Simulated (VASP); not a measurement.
# Mo: single point with RPBE

The system is Mo.

```
Mo
1.0
     2.69489    0.00000    0.00000
    -1.34744    2.33384    0.00000
     0.00000    0.00000    4.78313
Mo
2
Direct
  0.33333 0.66667 0.25000
  0.66667 0.33333 0.75000
```

This cell differs from its parent crystal: volume scaled by 0.92.

```json
{
 "Program": "VASP 6.6.1",
 "Task": "single point",
 "Functional": "RPBE",
 "Potentials or basis": "VASP PAW PBE potentials, release 64 (Mo_sv)",
 "Cutoff": "520 eV",
 "k mesh": "15 × 15 × 7",
 "Occupations": "fermi-dirac, width 0.1 eV",
 "Spin": "no spin polarisation"
}
```

| Property | Result |
| --- | --- |
| Pressure | 23.2 GPa |
| Band gap on the k mesh | zero (band 14 reaches 14.24 eV, above the bottom of band 15 at 12.35 eV) |

Stress tensor (GPa, compression positive):
```
24.54  0.00  0.00
 0.00 24.54  0.00
 0.00  0.00 20.52
```

Levels at points of the mesh, in eV from the Fermi level:
```tsv
k point	band 12	band 13	band 14	band 15	band 16	band 17
(0.00, 0.00, 0.00)	-0.76	-0.76	-0.20	-0.20	0.79	1.54
```

Run time: 27 s on 1 thread of Intel Xeon 6975P-C (shared host), peak memory 0.18 GiB.

Caveat: the PAW data sets were made with another functional, which shifts forces and pressure a little.
